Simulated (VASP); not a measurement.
Crystal: BN.

```
B N
1.0
     0.00000    1.80483    1.76494
     1.80483    0.00000    1.76494
     1.80483    1.80483    0.00000
B N
1 1
Direct
  0.00000 0.00000 0.00000
  0.25000 0.25000 0.25000
```

This cell differs from its parent crystal: uniaxial z strain -2.2%.

Base run:

```yaml
Program: VASP 6.6.1
Functional: r2SCAN
Potentials_or_basis: VASP PAW PBE potentials, release 64 (B, N)
Cutoff: 520 eV
k_mesh: 12 × 12 × 12
Occupations: gaussian, width 0.01 eV
Spin: no spin polarisation
```

Its results: band gap on the k mesh 4.59 eV, indirect (least direct gap 9.41 eV); pressure 10.3 GPa.

Question: The run is repeated on the same cell with these changes: functional from r2SCAN to PBE; occupations from gaussian, width 0.01 eV to fermi-dirac, width 0.02 eV. What comes out?

Answer: Band gap on the k mesh 4.08 eV, indirect (least direct gap 8.70 eV); pressure 14.1 GPa.

Caveats: the PAW data sets were made with another functional, which shifts forces and pressure a little (some runs).

A k mesh can miss the band edges.
